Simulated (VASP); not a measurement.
# TePb in VASP: a series of runs, part 2 of 2

VASP 6.6.1. The steps go on from the part before.

### 4 Single point, PBEsol (atoms moved at random and the cell strained at random)

INCAR

```
SYSTEM = TePb
ALGO     = Normal         ! electronic algorithm
EDIFF    = 1E-6           ! SCF threshold, eV
ENCUT    = 520            ! plane-wave cutoff, eV
GGA      = PS             ! functional
ISIF     = 2              ! what is computed and relaxed
ISMEAR   = 0              ! smearing method
LASPH    = .TRUE.         ! aspherical terms in the spheres
LCHARG   = .FALSE.        ! write CHGCAR
LREAL    = .FALSE.        ! projectors in reciprocal space
LWAVE    = .FALSE.        ! write WAVECAR
NBANDS   = 17             ! bands
NELM     = 100            ! most SCF steps
PREC     = Accurate       ! precision mode
SIGMA    = 0.1            ! smearing width, eV
```

KPOINTS

```
k-points
0
G
  10 10 10
  0 0 0
```

POSCAR

```
TePb
1.0
    4.0209776803      0.0007204117     -0.0520297310
    0.0007204117      3.8647684187     -0.0400228700
   -0.0520297310     -0.0400228700      3.9487363999
Te Pb
1 1
Direct
    0.4873922085      0.5058616486      0.4943957043
    0.0126077915     -0.0058616486      0.0056042957
```

Potentials or basis: VASP PAW PBE potentials, release 64 (Te, Pb_d).

Started as:

```console
$ cat potpaw_PBE.64/Te/POTCAR potpaw_PBE.64/Pb_d/POTCAR > POTCAR
$ mpirun -np 1 vasp_std > vasp.out
```

OUTCAR:

```text
SYSTEM = TePb
   EDIFF = 1E-6
   ENCUT = 520
   GGA = PS
   ISIF = 2
   ISMEAR = 0
   LASPH = .TRUE.
   LREAL = .FALSE.
   NELM = 100
   PREC = Accurate

 ion  position               nearest neighbor table
   1  0.487  0.506  0.494-   2 3.30   2 3.31   2 3.37   2 3.42   2 3.46   2 3.48   2 3.49   2 3.52

   2  0.013  0.994  0.006-   1 3.30   1 3.31   1 3.37   1 3.42   1 3.46   1 3.48   1 3.49   1 3.52

  LATTYP: Found a triclinic cell.
 ALAT       =     3.9492819700
 B/A-ratio  =     1.0182393616
 C/A-ratio  =     0.9786527639
[... 675 lines left out ...]

  FORCE on cell =-STRESS in cart. coord.  units (eV):
  Direction    XX          YY          ZZ          XY          YZ          ZX
  --------------------------------------------------------------------------------------
  -------------------------------------------------------------------------------------
  Total       -0.5555733     -0.2534919     -0.3809854      0.0201725      0.0794297      0.1715231
  in kB      -14.5096963     -6.6203500     -9.9500507      0.5268369      2.0744358      4.4796026
  external PRESSURE =     -10.3600324 kB  Pullay stress =       0.0000000 kB

 VOLUME and BASIS-vectors are now :
 -----------------------------------------------------------------------------
  energy-cutoff  :      520.00
  volume of cell :       61.35
      direct lattice vectors                 reciprocal lattice vectors
     4.020977680  0.000720412 -0.052029731     0.248738144 -0.000012427  0.003277322
     0.000720412  3.864768419 -0.040022870    -0.000012427  0.258774878  0.002622679
    -0.052029731 -0.040022870  3.948736400     0.003277322  0.002622679  0.253315335

 POSITION                                       TOTAL-FORCE (eV/Angst)
 -----------------------------------------------------------------------------------
      1.93443      1.93560      1.90663        -0.005240      0.007208      0.010414
      0.05112      3.84190     -0.01831         0.005240     -0.007208     -0.010414
 -----------------------------------------------------------------------------------
    total drift:                                0.000292     -0.000074      0.000018

  FREE ENERGIE OF THE ION-ELECTRON SYSTEM (eV)
  ---------------------------------------------------
  free  energy   TOTEN  =        -7.8699931888 eV

  energy  without entropy=       -7.8632147964  energy(sigma->0) =       -7.86660399
```

OSZICAR:

```text
N       E                     dE             d eps       ncg     rms          rms(c)
DAV:   1     0.148467071960E+03    0.14847E+03   -0.92746E+03 17168   0.117E+03
DAV:   2     0.196005635608E+01   -0.14651E+03   -0.14213E+03 18024   0.298E+02
DAV:   3    -0.776157483510E+01   -0.97216E+01   -0.95530E+01 22544   0.820E+01
DAV:   4    -0.801110419387E+01   -0.24953E+00   -0.24838E+00 22316   0.141E+01
DAV:   5    -0.802007625444E+01   -0.89721E-02   -0.89717E-02 24605   0.244E+00    0.402E+00
DAV:   6    -0.787299704725E+01    0.14708E+00   -0.36280E-01 25114   0.446E+00    0.259E+00
DAV:   7    -0.787092769155E+01    0.20694E-02   -0.33611E-02 20116   0.936E-01    0.119E+00
DAV:   8    -0.787001090139E+01    0.91679E-03   -0.30530E-03 19413   0.499E-01    0.147E-01
DAV:   9    -0.786998653750E+01    0.24364E-04   -0.31358E-04 25807   0.105E-01    0.589E-02
DAV:  10    -0.786999294996E+01   -0.64125E-05   -0.22285E-05 20072   0.300E-02    0.220E-02
DAV:  11    -0.786999318881E+01   -0.23885E-06   -0.40135E-06 21000   0.121E-02
   1 F= -.78699932E+01 E0= -.78666040E+01  d E =-.677839E-02
```

stdout:

```text
POSCAR found type information on POSCAR TePb
 POSCAR found :  2 types and       2 ions
 scaLAPACK will be used
 -----------------------------------------------------------------------------
|                                                                             |
|                                                                             |
|     You enforced a specific xc type in the INCAR file but a different       |
|     I HOPE YOU KNOW WHAT YOU ARE DOING!                                     |
|                                                                             |
 -----------------------------------------------------------------------------

 LDA part: xc-table for (Slater+PW92), standard interpolation
 POSCAR, INCAR and KPOINTS ok, starting setup
 FFT: planning ... GRIDC
 FFT: planning ... GRID_SOFT
 FFT: planning ... GRID
 WAVECAR not read
 entering main loop
```

Run time: 8.3 min. Hardware: 1 thread of Intel Xeon 8259CL, shared host; peak memory 0.6 GiB.

Results:

```
Free energy            : -7.8700 eV
Pressure               : -1.0 GPa
Largest force          : 0.014 eV/Å
Band gap on the k mesh : zero (bands 10 and 11 overlap by 1.62 eV)
```

Forces on the atoms (eV/Å):
```
Te  -0.005  0.007  0.010
Pb   0.005 -0.007 -0.010
```

Stress tensor (GPa, compression positive):
```
-1.45  0.05  0.45
 0.05 -0.66  0.21
 0.45  0.21 -1.00
```

Caveat: the cell differs from its parent crystal (atoms moved at random and the cell strained at random); the PAW data sets were made with another functional, which shifts forces and pressure a little; spin-orbit coupling is left out, which moves the levels of the heavy elements.

### 5 Single point, PBEsol

This run uses another cell than the first one, of 32.05 Å³/atom.

INCAR

```
PREC     = Accurate       # precision mode
ENCUT    = 520            # plane-wave cutoff, eV
EDIFF    = 1E-7           # SCF threshold, eV
ISMEAR   = 0              # smearing method
SIGMA    = 0.1            # smearing width, eV
LREAL    = False          # projectors in reciprocal space
LASPH    = True           # aspherical terms in the spheres
NELM     = 60             # most SCF steps
ALGO     = Normal         # electronic algorithm
ISIF     = 2              # what is computed and relaxed
LWAVE    = False          # write WAVECAR
LCHARG   = False          # write CHGCAR
GGA      = PS             # functional
NBANDS   = 17             # bands
```

KPOINTS

```
Automatic mesh
0
Gamma
  10 10 10
```

POSCAR

```
TePb
1.0
    4.0022870000      0.0000000000      0.0000000000
    0.0000000000      4.0022870000      0.0000000000
    0.0000000000      0.0000000000      4.0022870000
Te Pb
1 1
Direct
    0.5092697000      0.4959997871      0.5049521686
    0.0000000000      0.0000000000      0.0000000000
```

Potentials or basis: VASP PAW PBE potentials, release 64 (Te, Pb_d).

Started as:

```console
$ cat potpaw_PBE.64/Te/POTCAR potpaw_PBE.64/Pb_d/POTCAR > POTCAR
$ mpirun -np 1 vasp_std > vasp.out
```

OUTCAR:

```text
PREC = Accurate
   ENCUT = 520
   EDIFF = 1E-7
   ISMEAR = 0
   LREAL = False
   LASPH = True
   NELM = 60
   ISIF = 2
   GGA = PS

 ion  position               nearest neighbor table
   1  0.509  0.496  0.505-   2 3.42   2 3.44   2 3.45   2 3.47   2 3.47   2 3.49   2 3.49   2 3.51

   2  0.000  0.000  0.000-   1 3.42   1 3.44   1 3.45   1 3.47   1 3.47   1 3.49   1 3.49   1 3.51

  LATTYP: Found a simple cubic cell.
 ALAT       =     4.0022870000

  Lattice vectors:

 A1 = (   4.0022870000,   0.0000000000,   0.0000000000)
 A2 = (   0.0000000000,   4.0022870000,   0.0000000000)
 A3 = (   0.0000000000,   0.0000000000,   4.0022870000)

Analysis of symmetry for initial positions (statically):
=====================================================================
 Subroutine PRICEL returns:
 Original cell was already a primitive cell.

 Routine SETGRP: Setting up the symmetry group for a
 simple cubic supercell.

 Subroutine GETGRP returns: Found  1 space group operations
 (whereof  1 operations were pure point group operations)
 out of a pool of 48 trial point group operations.

The static configuration has the point symmetry C_1 .

Analysis of symmetry for dynamics (positions and initial velocities):
[... 159 lines left out ...]

 E-fermi :   6.1337     XC(G=0):  -9.8350

 val. band max:        6.0963051753   @ k =  -0.1000   0.5000   0.0000
 cond. band min:       6.1506215712   @ k =   0.1000  -0.2000   0.2000
 fundamental gap:      0.0543163960
 Fermi energy:         6.1336977631

 k-point     1 :       0.0000    0.0000    0.0000
  band No.  band energies     occupation
      1     -10.8121      2.00000
      2     -10.8120      2.00000
      3     -10.7291      2.00000
      4     -10.7290      2.00000
      5     -10.7289      2.00000
      6      -5.9663      2.00000
[... 457 lines left out ...]
      4     -10.7377      2.00000
      5     -10.7307      2.00000
      6      -5.5759      2.00000
[... 9 lines left out ...]
     16      15.2091      0.00000
     17      15.8067      0.00000

 [... further k-points ...]

------------------------ aborting loop because EDIFF is reached ----------------------------------------

  FORCE on cell =-STRESS in cart. coord.  units (eV):
  Direction    XX          YY          ZZ          XY          YZ          ZX
  --------------------------------------------------------------------------------------
  -------------------------------------------------------------------------------------
  Total       -1.1502240     -1.1519324     -1.1517267     -0.0027143     -0.0014660      0.0033580
  in kB      -28.7453969    -28.7880933    -28.7829518     -0.0678333     -0.0366375      0.0839202
  external PRESSURE =     -28.7721473 kB  Pullay stress =       0.0000000 kB

 VOLUME and BASIS-vectors are now :
 -----------------------------------------------------------------------------
  energy-cutoff  :      520.00
  volume of cell :       64.11
      direct lattice vectors                 reciprocal lattice vectors
     4.002287000  0.000000000  0.000000000     0.249857144  0.000000000  0.000000000
     0.000000000  4.002287000  0.000000000     0.000000000  0.249857144  0.000000000
     0.000000000  0.000000000  4.002287000     0.000000000  0.000000000  0.249857144

 POSITION                                       TOTAL-FORCE (eV/Angst)
 -----------------------------------------------------------------------------------
      2.03824      1.98513      2.02096         0.018644     -0.007869      0.009776
      0.00000      0.00000      0.00000        -0.018644      0.007869     -0.009776
 -----------------------------------------------------------------------------------
    total drift:                                0.000018      0.000057     -0.000046

  FREE ENERGIE OF THE ION-ELECTRON SYSTEM (eV)
  ---------------------------------------------------
  free  energy   TOTEN  =        -7.8401647090 eV

  energy  without entropy=       -7.8338865105  energy(sigma->0) =       -7.83702561
```

OSZICAR:

```text
N       E                     dE             d eps       ncg     rms          rms(c)
DAV:   1     0.148279787961E+03    0.14828E+03   -0.91816E+03 17168   0.115E+03
DAV:   2     0.197128332643E+01   -0.14631E+03   -0.14194E+03 18133   0.295E+02
DAV:   3    -0.776035785467E+01   -0.97316E+01   -0.95746E+01 22462   0.814E+01
DAV:   4    -0.801386986704E+01   -0.25351E+00   -0.25285E+00 22322   0.143E+01
DAV:   5    -0.802327445594E+01   -0.94046E-02   -0.94043E-02 24303   0.250E+00    0.366E+00
DAV:   6    -0.784291621155E+01    0.18036E+00   -0.45473E-01 24828   0.463E+00    0.235E+00
DAV:   7    -0.784127880285E+01    0.16374E-02   -0.36529E-02 19723   0.930E-01    0.114E+00
DAV:   8    -0.784015950553E+01    0.11193E-02   -0.32600E-03 20074   0.507E-01    0.159E-01
DAV:   9    -0.784015497058E+01    0.45350E-05   -0.24800E-04 25895   0.945E-02    0.763E-02
DAV:  10    -0.784016438707E+01   -0.94165E-05   -0.36645E-05 19423   0.334E-02    0.207E-02
DAV:  11    -0.784016474090E+01   -0.35383E-06   -0.11813E-06 22963   0.773E-03    0.736E-03
DAV:  12    -0.784016470902E+01    0.31884E-07   -0.53666E-08 12312   0.259E-03
   1 F= -.78401647E+01 E0= -.78370256E+01  d E =-.627820E-02
```

Wall time 8.2 min (1 thread of Intel Xeon 8259CL, shared host); peak memory 0.62 GiB.

What came out:

```yaml
Free_energy: -7.8402 eV
Pressure: -2.9 GPa
Largest_force: 0.022 eV/Å
Band_gap_on_the_k_mesh: zero (bands 10 and 11 overlap by 1.29 eV)
```

Forces in eV/Å, atoms in the order of the input:
```
Te   0.019 -0.008  0.010
Pb  -0.019  0.008 -0.010
```

Caveat: the PAW data sets were made with another functional, which shifts forces and pressure a little; spin-orbit coupling is left out, which moves the levels of the heavy elements.

### 6 Overview

| level | cell | gap on the mesh (eV) | pressure (GPa) | largest force (eV/Å) |
| --- | --- | --- | --- | --- |
| PBE | a = 3.891 Å, 2 atoms, atomic positions A | none | 3.7 | - |
| PBEsol | a = 3.946 Å, 2 atoms, atomic positions A | none | -1.3 | - |
| PBEsol | a = 4.021, b = 3.865, c = 3.949 Å, angles 91.2, 91.5, 90.0°, 2 atoms, atomic positions B | none | -1.0 | 0.01 |
| PBEsol | a = 4.002 Å, 2 atoms, atomic positions C | none | -2.9 | 0.02 |

Alike in all rows: task single point; potentials or basis VASP PAW PBE potentials, release 64 (Te, Pb_d); no spin polarisation; k mesh 10 × 10 × 10; cutoff (eV) 520; smearing gaussian 0.1 eV.

Caveats: spin-orbit coupling is left out, which moves the levels of the heavy elements; the PAW data sets were made with another functional, which shifts forces and pressure a little (at least some runs); the cell stands under pressure (at least some runs).

Absolute energies hang on the potentials; compare differences alone.

The gap in the log of VASP goes by the Fermi energy; the results here count the filled bands.